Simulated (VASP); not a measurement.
Runs of VASP 6.6.1 on La3N. The structure is that of space group Fm-3m (No. 225), or close to it. The cells are those of the table. The cell was generated, and may not be a known phase.

| task | cell | k mesh | cutoff (eV) | gap on the mesh (eV) | pressure (GPa) | relaxed volume (Å³/atom) |
| --- | --- | --- | --- | --- | --- | --- |
| single point | a = 5.084 Å, angles 60.0°, 4 atoms | 12 × 12 × 12 | 520 | none | 0.0 | - |
| relaxation of cell and atoms | relaxed from a = 5.535 Å, angles 60.0°, 4 atoms | 4 × 4 × 4 | 600 | none | 0.0 | (a) |
| relaxation of cell and atoms | relaxed from a = 5.088 Å, angles 60.0°, 4 atoms | 12 × 12 × 12 | 600 | none | 0.0 | 23.21 |
| single point | a = 5.535 Å, angles 60.0°, 4 atoms | 4 × 4 × 4 | 520 | none | -6.4 | - |
| single point | a = 5.088 Å, angles 60.0°, 4 atoms | 4 × 4 × 4 | 520 | none | 0.0 | - |

Alike in all rows: level PBE; potentials or basis VASP PAW PBE potentials, release 64 (La, N); no spin polarisation; smearing gaussian 0.1 eV.

Question: Fill in the values left out.

Answer: (a) 23.24.

Caveats: some runs use coarse meshes; spin-orbit coupling is left out, which moves the levels of the heavy elements; the volume moved by over 15 % at a fixed basis, so the end points are rough (at least some runs); the cell stands under tension (at least some runs).

A k mesh can miss the band edges, and the runs leave out spin-orbit coupling on La.

A gap of «none» marks levels without a gap at the run's occupations.
